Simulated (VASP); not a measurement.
# Si3N in VASP: relaxation of the atoms with PBEsol

Aim: the relaxation of the atoms of Si3N with PBEsol.

Program: VASP 6.6.1. These are calculated values, not measurements. Logs are shortened: lines on timing, memory, paths and dates and some standing lists are left out, and cuts for length are marked.

## (1) The cell of the first run

The cell holds a slab with vacuum, 8 atoms: a = 3.825 Å, b = 3.825 Å, c = 27.221 Å, α = 90.00°, β = 90.00°, γ = 120.00°.

## (2) Relaxation of the atoms, PBEsol

The input, INCAR:

```
SYSTEM = Si3N
ALGO = Normal
DIPOL = 0.5 0.5 0.497
EDIFF = 1E-7
EDIFFG = -0.03
ENCUT = 520
GGA = PS
GGA_COMPAT = .False.
IBRION = 2
IDIPOL = 3
ISIF = 2
ISMEAR = 0
LASPH = .True.
LCHARG = .False.
LDIPOL = .True.
LREAL = .False.
LWAVE = .False.
NELM = 120
NELMDL = -8
NELMIN = 4
NSW = 90
PREC = Accurate
SIGMA = 0.05
```

The input, KPOINTS:

```
k-points
0
Gamma
  9 9 1
  0 0 0
```

The input, POSCAR:

```
Si3N
1.0
    3.8248883482      0.0000000000      0.0000000000
   -1.9124441741      3.3124504762      0.0000000000
    0.0000000000      0.0000000000     27.2211317575
Si N
6 2
Selective dynamics
Direct
    0.6666666667      0.3333333333      0.3122574063  F F F
    0.3333333333      0.6666666667      0.3415299163  F F F
    0.3333333333      0.6666666667      0.4284226885  F F F
    0.6666666667      0.3333333333      0.4564202391  T T T
    0.6666666667      0.3333333333      0.5443410684  T T T
    0.3333333333      0.6666666667      0.5689762176  T T T
    0.3333333333      0.6666666667      0.6431832718  T T T
    0.3333333333      0.6666666667      0.6835930538  T T T
```

Potentials or basis: VASP PAW PBE potentials, release 64 (Si, N).

Run with:

```bash
$ cat potpaw_PBE.64/Si/POTCAR potpaw_PBE.64/N/POTCAR > POTCAR
$ mpirun -np 1 vasp_std > vasp.out
```

OUTCAR:

```text
SYSTEM = Si3N
   EDIFF = 1E-7
   EDIFFG = -0.03
   ENCUT = 520
   GGA = PS
   IBRION = 2
   ISIF = 2
   ISMEAR = 0
   LASPH = .True.
   LREAL = .False.
   NELM = 120
   NELMDL = -8
   NELMIN = 4
   NSW = 90
   PREC = Accurate

 ion  position               nearest neighbor table
   1  0.667  0.333  0.312-   2 2.35   2 2.35   2 2.35
   2  0.333  0.667  0.342-   1 2.35   1 2.35   1 2.35   3 2.37
   3  0.333  0.667  0.428-   4 2.34   4 2.34   4 2.34   2 2.37
   4  0.667  0.333  0.456-   3 2.34   3 2.34   3 2.34   5 2.39
   5  0.667  0.333  0.544-   6 2.31   6 2.31   6 2.31   4 2.39
   6  0.333  0.667  0.569-   7 2.02   5 2.31   5 2.31   5 2.31
   7  0.333  0.667  0.643-   8 1.10   6 2.02
   8  0.333  0.667  0.684-   7 1.10

  LATTYP: Found a hexagonal cell.
 ALAT       =     3.8248883482
 C/A-ratio  =     7.1168434943

  Lattice vectors:

 A1 = (   3.8248883482,   0.0000000000,   0.0000000000)
 A2 = (  -1.9124441741,   3.3124504762,   0.0000000000)
 A3 = (   0.0000000000,   0.0000000000,  27.2211317575)

Analysis of symmetry for initial positions (statically):
=====================================================================
 Subroutine PRICEL returns:
 Original cell was already a primitive cell.

 Routine SETGRP: Setting up the symmetry group for a
 hexagonal supercell.

 Subroutine GETGRP returns: Found  6 space group operations
 (whereof  6 operations were pure point group operations)
 out of a pool of 24 trial point group operations.

The static configuration has the point symmetry C_3v.

Analysis of symmetry for dynamics (positions and initial velocities):
=====================================================================
 Subroutine PRICEL returns:
 Original cell was already a primitive cell.

 Routine SETGRP: Setting up the symmetry group for a
 hexagonal supercell.

 Subroutine GETGRP returns: Found  6 space group operations
 (whereof  6 operations were pure point group operations)
 out of a pool of 24 trial point group operations.

The dynamic configuration has the point symmetry C_3v.

Analysis of constrained symmetry for selective dynamics:
=====================================================================
 Subroutine PRICEL returns:
 Original cell was already a primitive cell.
[... 131 lines left out ...]
   LORBIT       =      0    0 simple, 1 ext, 2 COOP (PROOUT), +10 PAW based schemes
   GGA     = PS    functional components
   LHFCALC =     F    Hartree Fock is set to
   AEXX    =    0.0000 exact exchange contribution
   IVDW    =     0    specifies the selected vdW correction
   LEPSILON=     F    determine dielectric tensor
   LRPA    =     F    only Hartree local field effects (RPA)
 conjugate gradient relaxation of ions
 non-spin polarized calculation
 Gauss-broadening in eV      SIGMA  =   0.05
  energy-cutoff  :      520.00
  volume of cell :      344.89
 maximum number of plane-waves:      9351
   NGX = 15   NGY = 15   NGZ =101

--------------------------------------- Ionic step        1  -------------------------------------------

 number of electron      33.9999997 magnetization

 Free energy of the ion-electron system (eV)
  ---------------------------------------------------
  ext. energy  EPLUGINS =         0.00000000
  ---------------------------------------------------
  free energy    TOTEN  =       -48.38179575 eV

  energy without entropy =      -48.37452869  energy(sigma->0) =      -48.37816222

------------------------ aborting loop because EDIFF is reached ----------------------------------------

  FORCE on cell =-STRESS in cart. coord.  units (eV):
  Direction    XX          YY          ZZ          XY          YZ          ZX
  --------------------------------------------------------------------------------------
  -------------------------------------------------------------------------------------
  Total        0.6330780      0.6330780      4.6530160      0.0000000      0.0000000      0.0000000
  in kB        2.9409896      2.9409896     21.6157740      0.0000000      0.0000000      0.0000000
  external PRESSURE =       9.1659177 kB  Pullay stress =       0.0000000 kB
[... 107 lines left out ...]
  FREE ENERGIE OF THE ION-ELECTRON SYSTEM (eV)
  ---------------------------------------------------
  free  energy   TOTEN  =       -47.7080483874 eV

  energy  without entropy=      -47.6970486202  energy(sigma->0) =      -47.70254850

 dipolmoment           0.000000      0.000000      0.019744 electrons x Angstroem

[... ionic steps 4 to 51 ...]

--------------------------------------- Ionic step       52  -------------------------------------------

 number of electron      33.9999997 magnetization

------------------------ aborting loop because EDIFF is reached ----------------------------------------
[... 79 lines left out ...]
--------------------------------------- Ionic step       54  -------------------------------------------

 number of electron      33.9999997 magnetization

 dipolmoment           0.000000      0.000000     -0.033787 electrons x Angstroem

 Free energy of the ion-electron system (eV)
  ---------------------------------------------------
  ext. energy  EPLUGINS =         0.00000000
  ---------------------------------------------------
  free energy    TOTEN  =       -48.59667997 eV

  energy without entropy =      -48.58628764  energy(sigma->0) =      -48.59148380

 E-fermi :  -0.4975     XC(G=0):  -4.4906

 val. band max:       -0.4978923123   @ k =   0.1111  -0.0000   0.0000
 cond. band min:      -0.4881759668   @ k =   0.4444   0.1111   0.0000
 fundamental gap:      0.0097163455
 Fermi energy:        -0.4974646441

 k-point     1 :       0.0000    0.0000    0.0000
  band No.  band energies     occupation
      1     -24.5635      2.00000
      2     -14.5589      2.00000
      3     -12.3786      2.00000
      4     -11.3338      2.00000
      5     -10.4682      2.00000
      6      -8.2209      2.00000
[... 289 lines left out ...]
     21       1.4331      0.00000
     22       2.9016      0.00000

------------------------ aborting loop because EDIFF is reached ----------------------------------------

 vacuum level on the upper side and lower side of the slab       (xc-potential included)        -0.265         0.205

  FORCE on cell =-STRESS in cart. coord.  units (eV):
  Direction    XX          YY          ZZ          XY          YZ          ZX
  --------------------------------------------------------------------------------------
  -------------------------------------------------------------------------------------
  Total        0.0777089      0.0777089     -0.1656404     -0.0000000      0.0000000      0.0000000
  in kB        0.3609997      0.3609997     -0.7694892     -0.0000000      0.0000000      0.0000000
  external PRESSURE =      -0.0158299 kB  Pullay stress =       0.0000000 kB
[... 23 lines left out ...]
  FREE ENERGIE OF THE ION-ELECTRON SYSTEM (eV)
  ---------------------------------------------------
  free  energy   TOTEN  =       -48.5966799701 eV

  energy  without entropy=      -48.5862876372  energy(sigma->0) =      -48.59148380

 reached required accuracy - stopping structural energy minimisation

 vacuum level on the upper side and lower side of the slab         4.158         4.639
```

OSZICAR:

```text
N       E                     dE             d eps       ncg     rms          rms(c)
DAV:   1     0.212566070662E+03    0.21257E+03   -0.12140E+04   528   0.116E+03
DAV:   2    -0.217876124059E+02   -0.23435E+03   -0.22887E+03   772   0.217E+02
[... 659 lines left out ...]
DAV:   4    -0.485963499364E+02   -0.81263E-05   -0.14347E-05   664   0.239E-02    0.699E-03
DAV:   5    -0.485963504283E+02   -0.49191E-06   -0.19100E-06   648   0.845E-03    0.285E-03
DAV:   6    -0.485963505278E+02   -0.99516E-07   -0.30707E-06   586   0.546E-03    0.283E-03
DAV:   7    -0.485963500958E+02    0.43207E-06   -0.11159E-06   464   0.317E-03    0.349E-04
DAV:   8    -0.485963502159E+02   -0.12014E-06   -0.37350E-08   312   0.122E-03    0.177E-04
DAV:   9    -0.485963502343E+02   -0.18412E-07   -0.83812E-09   282   0.591E-04
  47 F= -.48596350E+02 E0= -.48591093E+02  d E =-.704256E-04
       N       E                     dE
```

It took 54 min on 1 thread of Intel Xeon Platinum 8488C (Sapphire Rapids), shared host; peak memory 0.48 GiB.

Results:

| Item | Value |
| --- | --- |
| Free energy | -48.5967 eV |
| Band gap on the k mesh | zero (bands 17 and 18 overlap by 0.14 eV) |

Final structure:
```cif
data_structure
_symmetry_space_group_name_H-M 'P 1'
_symmetry_Int_Tables_number 1
_cell_length_a 3.8249
_cell_length_b 3.8249
_cell_length_c 27.2211
_cell_angle_alpha 90.000
_cell_angle_beta 90.000
_cell_angle_gamma 120.000
_cell_volume 344.89
loop_
_atom_site_label
_atom_site_type_symbol
_atom_site_fract_x
_atom_site_fract_y
_atom_site_fract_z
_atom_site_occupancy
Si1 Si 0.66667 0.33333 0.31226 1
Si2 Si 0.33333 0.66667 0.34153 1
Si3 Si 0.33333 0.66667 0.42842 1
Si4 Si 0.66667 0.33333 0.45710 1
Si5 Si 0.66667 0.33333 0.54410 1
Si6 Si 0.33333 0.66667 0.57190 1
N1 N 0.33333 0.66667 0.63823 1
N2 N 0.33333 0.66667 0.68045 1
```

Caveat: the standard files for N, O and F lose accuracy on very short bonds; the PAW data sets were made with another functional, which shifts forces and pressure a little.
